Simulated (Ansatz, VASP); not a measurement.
## Two plane-wave programs on Zn

```xyz
1
Lattice="0.0000 1.9420 1.9420 1.9420 0.0000 1.9420 1.8634 1.8634 0.0786" Properties=species:S:1:pos:R:3 pbc="T T T"
Zn    0.0000    0.0000    0.0000
```

Alike in both runs: task single point; functional PBE; k mesh 18 × 18 × 18; occupations gaussian, width 0.1 eV; no spin polarisation.

|  | VASP | Ansatz |
| --- | --- | --- |
| version | VASP 6.6.1 | Ansatz 0.2.0 |
| potentials or method | VASP PAW PBE potentials, release 64 (Zn), cutoff 520 eV | scalar-relativistic, plane waves, PAW |
| valence electrons in the cell | 12 | 12 |

|  | VASP | Ansatz | Ansatz less VASP |
| --- | --- | --- | --- |
| gap on the k mesh at the Fermi level (eV) | none | none | - |
| pressure (GPa) | 9.3 | 8.9 | -0.43 |
| traceless stress, the component that is largest in VASP (GPa) | 0.41 | 0.38 | -0.039 |

A gap of «none» marks a metal or a gap that the smearing closes. With one functional, cell and mesh, what is left measures potentials, basis and numerics.
